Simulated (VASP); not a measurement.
# PbI2 (P-3m1) in VASP: a series of runs

The runs below take PbI2 through electric field gradients, with PBE.

All numbers are computed with VASP 6.6.1; they aren't measurements. Logs are shortened: lines on timing, memory, paths and dates and some standing lists are left out, and cuts for length are marked.

### Step 1. The cell of the first run

It takes space group P-3m1 (No. 164, trigonal). The conventional cell has a = 4.413 Å, b = 4.413 Å, c = 6.741 Å, α = 90.00°, β = 90.00°, γ = 120.00°. Within 4.2 Å of Pb (site symmetry -3m) lie 6 I at 3.19 Å. Within 4.2 Å of I (site symmetry 3m) lie 3 Pb at 3.19 Å and 3 I at 3.86 Å.

### Step 2. Electric field gradients, PBE (37.89 Å³/atom)

INCAR

```
ALGO     = Normal         # electronic algorithm
EDIFF    = 1E-8           # SCF threshold, eV
ENCUT    = 400            # plane-wave cutoff, eV
GGA      = PE             # functional
GGA_COMPAT= False        
ISIF     = 2              # what is computed and relaxed
ISMEAR   = -1             # smearing method
LASPH    = True           # aspherical terms in the spheres
LCHARG   = False          # write CHGCAR
LEFG     = True         
LREAL    = False          # projectors in reciprocal space
LWAVE    = False          # write WAVECAR
NBANDS   = 21             # bands
NELM     = 120            # most SCF steps
PREC     = Accurate       # precision mode
SIGMA    = 0.03           # smearing width, eV
```

KPOINTS

```
k-points
0
Gamma
  7 7 4
```

POSCAR

```
PbI2
1.0
    4.4125961816      0.0000000000      0.0000000000
   -2.2062980908      3.8214203899      0.0000000000
    0.0000000000      0.0000000000      6.7405912200
Pb I
1 2
Direct
    0.0000000000      0.0000000000      0.0000000000
    0.6666666667      0.3333333333      0.7151065040
    0.3333333333      0.6666666667      0.2848934960
```

Potentials or basis: VASP PAW PBE potentials, release 64 (Pb_d, I).

Started as:

```bash
$ cat potpaw_PBE.64/Pb_d/POTCAR potpaw_PBE.64/I/POTCAR > POTCAR
$ mpirun -np 1 vasp_std > vasp.out
```

OUTCAR:

```text
EDIFF = 1E-8
   ENCUT = 400
   GGA = PE
   ISIF = 2
   ISMEAR = -1
   LASPH = True
   LREAL = False
   NELM = 120
   PREC = Accurate

 ion  position               nearest neighbor table
   1  0.000  0.000  0.000-   2 3.19   3 3.19   3 3.19   2 3.19   2 3.19   3 3.19
   2  0.667  0.333  0.715-   1 3.19   1 3.19   1 3.19
   3  0.333  0.667  0.285-   1 3.19   1 3.19   1 3.19

  LATTYP: Found a hexagonal cell.
 ALAT       =     4.4125961816
 C/A-ratio  =     1.5275794436

  Lattice vectors:

 A1 = (   4.4125961816,   0.0000000000,   0.0000000000)
 A2 = (  -2.2062980908,   3.8214203899,   0.0000000000)
 A3 = (   0.0000000000,   0.0000000000,   6.7405912200)

Analysis of symmetry for initial positions (statically):
=====================================================================
 Subroutine PRICEL returns:
 Original cell was already a primitive cell.

 Routine SETGRP: Setting up the symmetry group for a
 hexagonal supercell.

 Subroutine GETGRP returns: Found 12 space group operations
 (whereof 12 operations were pure point group operations)
 out of a pool of 24 trial point group operations.

The static configuration has the point symmetry D_3d.

Analysis of symmetry for dynamics (positions and initial velocities):
=====================================================================
 Subroutine PRICEL returns:
 Original cell was already a primitive cell.

 Routine SETGRP: Setting up the symmetry group for a
 hexagonal supercell.

 Subroutine GETGRP returns: Found 12 space group operations
 (whereof 12 operations were pure point group operations)
 out of a pool of 24 trial point group operations.

The dynamic configuration has the point symmetry D_3d.

 Subroutine INISYM returns: Found 12 space group operations
 (whereof 12 operations are pure point group operations),
 and found     1 'primitive' translations

----------------------------------------------------------------------------------------

                                     Primitive cell

  volume of cell :     113.6624

  direct lattice vectors                    reciprocal lattice vectors
     4.412596182  0.000000000  0.000000000     0.226623955  0.130841402  0.000000000
    -2.206298091  3.821420390  0.000000000     0.000000000  0.261682803  0.000000000
     0.000000000  0.000000000  6.740591220     0.000000000  0.000000000  0.148354939

  length of vectors
     4.412596182  4.412596182  6.740591220     0.261682803  0.261682803  0.148354939

  position of ions in fractional coordinates (direct lattice)
     0.000000000  0.000000000  0.000000000
     0.666666667  0.333333333  0.715106504
     0.333333333  0.666666667  0.284893496

  ion indices of the primitive-cell ions
   primitive index   ion index
                 1           1
                 2           2
                 3           3

----------------------------------------------------------------------------------------

 KPOINTS: k-points

Automatic generation of k-mesh.
 Grid dimensions read from file:
 generate k-points for:    7    7    4

 Generating k-lattice:

  Cartesian coordinates                     Fractional coordinates (reciprocal lattice)
     0.032374851  0.018691629  0.000000000     0.142857143  0.000000000  0.000000000
     0.000000000  0.037383258  0.000000000     0.000000000  0.142857143  0.000000000
     0.000000000  0.000000000  0.037088735     0.000000000  0.000000000  0.250000000

  Length of vectors
     0.037383258  0.037383258  0.037088735

  Shift w.r.t. Gamma in fractional coordinates (k-lattice)
     0.000000000  0.000000000  0.000000000

 Subroutine IBZKPT returns following result:
 ===========================================

 Found     28 irreducible k-points:

 Following reciprocal coordinates:
            Coordinates               Weight
  0.000000  0.000000  0.000000      1.000000
  0.142857  0.000000  0.000000      6.000000
  0.285714  0.000000  0.000000      6.000000
  0.428571  0.000000  0.000000      6.000000
  0.142857  0.142857  0.000000      6.000000
  0.285714  0.142857  0.000000     12.000000
[... 16 lines left out ...]
  0.285714  0.000000  0.500000      6.000000
  0.428571  0.000000  0.500000      6.000000
 [... further k-points ...]
   k-points           NKPTS =     28   k-points in BZ     NKDIM =     28   number of bands    NBANDS=     21
   number of dos      NEDOS =    301   number of ions     NIONS =      3
   total plane-waves  NPLWV =  43200
   dimension x,y,z NGX =    30 NGY =   30 NGZ =   48
   dimension x,y,z NGXF=    60 NGYF=   60 NGZF=   96
   ions per type =               1   2
   NGX,Y,Z   is equivalent  to a cutoff of  11.30, 11.30, 11.84 a.u.
   NGXF,Y,Z  is equivalent  to a cutoff of  22.61, 22.61, 23.68 a.u.
 SYSTEM =  unknown system
   PREC   = accura    normal or accurate (medium, high low for compatibility)
   ISTART =      0    job   : 0-new  1-cont  2-samecut
   ICHARG =      2    charge: 1-file 2-atom 10-const
   ISPIN  =      1    spin polarized calculation?
   LNONCOLLINEAR =      F non collinear calculations
   LSORBIT =      F    spin-orbit coupling
   LASPH  =      T    aspherical Exc in radial PAW
   ENCUT  =  400.0 eV  29.40 Ry    5.42 a.u.   7.20  7.20 10.99*2*pi/ulx,y,z
   NELM   =    120;   NELMIN=  2; NELMDL= -5     # of ELM steps
   EDIFF  = 0.1E-07   stopping-criterion for ELM
   LREAL  =      F    real-space projection
   EDIFFG = 0.1E-06   stopping-criterion for IOM
   NSW    =      0    number of steps for IOM
   IBRION =     -1    ionic relax: 0-MD 1-quasi-New 2-CG
   NFREE  =      0    steps in history (QN), initial steepest desc. (CG)
   ISIF   =      2    stress and relaxation
   ISYM   =      2    0-nonsym 1-usesym 2-fastsym
   POTIM  = 0.5000    time-step for ionic-motion
   TEBEG  =    0.0;   TEEND  =   0.0 temperature during run
   PSTRESS=    0.0 pullay stress
   NELECT =      28.0000    total number of electrons
   NUPDOWN=      -1.0000    fix difference up-down
   EMIN   =  10.00;   EMAX   =-10.00  energy-range for DOS
   EFERMI =   0.00;   METHOD = LEGACY
   ISMEAR =    -1;   SIGMA  =   0.03  broadening in eV -4-tet -1-fermi 0-gaus
   EFERMI_NEDOS =   21; number of points for ismear=-14 and -15
   IALGO  =     38    algorithm
   IMIX   =      4    mixing-type and parameters
     AMIX     =   0.40;   BMIX     =  1.00
     AMIX_MAG =   1.60;   BMIX_MAG =  1.00
  volume/ion in A,a.u.               =      37.89       255.68
  Fermi-wavevector in a.u.,A,eV,Ry     =   1.026255  1.939340 14.329640  1.053199
  Thomas-Fermi vector in A             =   2.160138
   LORBIT       =      0    0 simple, 1 ext, 2 COOP (PROOUT), +10 PAW based schemes
   GGA     = PE    functional components
   LHFCALC =     F    Hartree Fock is set to
   AEXX    =    0.0000 exact exchange contribution
   IVDW    =     0    specifies the selected vdW correction
   LEPSILON=     F    determine dielectric tensor
   LRPA    =     F    only Hartree local field effects (RPA)
 non-spin polarized calculation
  energy-cutoff  :      400.00
  volume of cell :      113.66
 maximum number of plane-waves:      2081
 NGX is ok and might be reduce to    30
   NGX = 15   NGY = 15   NGZ = 21

 number of electron      28.0000010 magnetization

 Free energy of the ion-electron system (eV)
  ---------------------------------------------------
  ext. energy  EPLUGINS =         0.00000000
  ---------------------------------------------------
  free energy    TOTEN  =        -8.39002556 eV

  energy without entropy =       -8.39002556  energy(sigma->0) =       -8.39002556

 E-fermi :   4.6094     XC(G=0):  -8.6198

 val. band max:        4.0375887148   @ k =   0.0000   0.0000   0.5000
 cond. band min:       6.0298119918   @ k =   0.0000   0.0000   0.5000
 fundamental gap:      1.9922232770
 Fermi energy:         4.6093568364

 k-point     1 :       0.0000    0.0000    0.0000
  band No.  band energies     occupation
      1     -12.4740      2.00000
      2     -12.4740      2.00000
      3     -12.4495      2.00000
      4     -12.4434      2.00000
      5     -12.4434      2.00000
      6      -8.8781      2.00000
[... 13 lines left out ...]
     20      11.2620      0.00000
     21      11.7701      0.00000
[... 529 lines left out ...]
 k-point    24 :       0.4286    0.0000    0.5000
  band No.  band energies     occupation
      1     -12.5216      2.00000
      2     -12.4602      2.00000
      3     -12.4578      2.00000
      4     -12.4326      2.00000
      5     -12.4302      2.00000
      6      -7.9783      2.00000
[... 13 lines left out ...]
     20      12.3161      0.00000
     21      12.8717      0.00000

 [... further k-points ...]

------------------------ aborting loop because EDIFF is reached ----------------------------------------

  FORCE on cell =-STRESS in cart. coord.  units (eV):
  Direction    XX          YY          ZZ          XY          YZ          ZX
  --------------------------------------------------------------------------------------
  -------------------------------------------------------------------------------------
  Total        2.4774140      2.4774140      2.4766397      0.0000000      0.0000000      0.0000000
  in kB       34.9214430     34.9214430     34.9105282      0.0000000      0.0000000      0.0000000
  external PRESSURE =      34.9178047 kB  Pullay stress =       0.0000000 kB

 VOLUME and BASIS-vectors are now :
 -----------------------------------------------------------------------------
  energy-cutoff  :      400.00
  volume of cell :      113.66
      direct lattice vectors                 reciprocal lattice vectors
     4.412596182  0.000000000  0.000000000     0.226623955  0.130841402  0.000000000
    -2.206298091  3.821420390  0.000000000     0.000000000  0.261682803  0.000000000
     0.000000000  0.000000000  6.740591220     0.000000000  0.000000000  0.148354939

 POSITION                                       TOTAL-FORCE (eV/Angst)
 -----------------------------------------------------------------------------------
      0.00000      0.00000      0.00000        -0.000000      0.000000      0.000000
      2.20630      1.27381      4.82024        -0.000000      0.000000     -0.003267
     -0.00000      2.54761      1.92035         0.000000     -0.000000      0.003267
 -----------------------------------------------------------------------------------
    total drift:                               -0.000000     -0.000000     -0.000000

  FREE ENERGIE OF THE ION-ELECTRON SYSTEM (eV)
  ---------------------------------------------------
  free  energy   TOTEN  =        -8.3900255608 eV

  energy  without entropy=       -8.3900255608  energy(sigma->0) =       -8.39002556

 Electric field gradients (V/A^2)
---------------------------------------------------------------------
 ion       V_xx      V_yy      V_zz      V_xy      V_xz      V_yz
---------------------------------------------------------------------
   1      -3.361    -3.359     6.720     0.002     0.000    -0.000
   2     -25.400   -25.400    50.800     0.000    -0.000     0.000
   3     -25.400   -25.400    50.800     0.000    -0.000     0.000
---------------------------------------------------------------------

 Electric field gradients after diagonalization (V/A^2)
 (convention: |V_zz| > |V_xx| > |V_yy|)
----------------------------------------------------------------------
 ion       V_xx      V_yy      V_zz     asymmetry (V_yy - V_xx)/ V_zz
----------------------------------------------------------------------
   1      -3.362    -3.358     6.720       0.001
   2     -25.400   -25.400    50.800       0.000
   3     -25.400   -25.400    50.800       0.000
----------------------------------------------------------------------

           NMR quadrupolar parameters

 Cq : quadrupolar parameter    Cq=e*Q*V_zz/h
 eta: asymmetry parameters     (V_yy - V_xx)/ V_zz
 Q  : nuclear electric quadrupole moment in mb (millibarn)
----------------------------------------------------------------------
 ion       Cq(MHz)       eta       Q (mb)
----------------------------------------------------------------------
   1       0.016       0.001       1.000
   2       0.123       0.000       1.000
   3       0.123       0.000       1.000
----------------------------------------------------------------------
```

Run time: 94 s. Hardware: 1 thread of AMD EPYC 7R43 (Zen 3), shared host; peak memory 0.17 GiB.

What came out:

```yaml
Free_energy: -8.3900 eV
Pressure: 3.5 GPa
Largest_force: 0.003 eV/Å
Band_gap_on_the_k_mesh: 1.99 eV
Largest_electric_field_gradient_by_atom: Pb +6.7; I +50.8 V/Å²
```

Forces on the atoms (eV/Å):
```
Pb   0.000  0.000  0.000
I    0.000  0.000 -0.003
I    0.000  0.000  0.003
```

Electric field gradients, principal values (V/Å²):
| atom | least | middle | greatest (by size) |
| --- | --- | --- | --- |
| 1 Pb | -3.358 | -3.362 | 6.720 |
| 2 I | -25.400 | -25.400 | 50.800 |
| 3 I | -25.400 | -25.400 | 50.800 |

Caveat: the cell stands under pressure; without QUAD_EFG the Cq values of the log hold for a quadrupole moment of 1 mb, not for the nuclei; spin-orbit coupling is left out, which moves the levels of the heavy elements; an odd mesh through Γ misses points on the zone boundary, where band edges can lie; this functional lacks dispersion, which binds the layers, so the pressure and a relaxed spacing across them are unreliable.

[end of part 1 of 2]
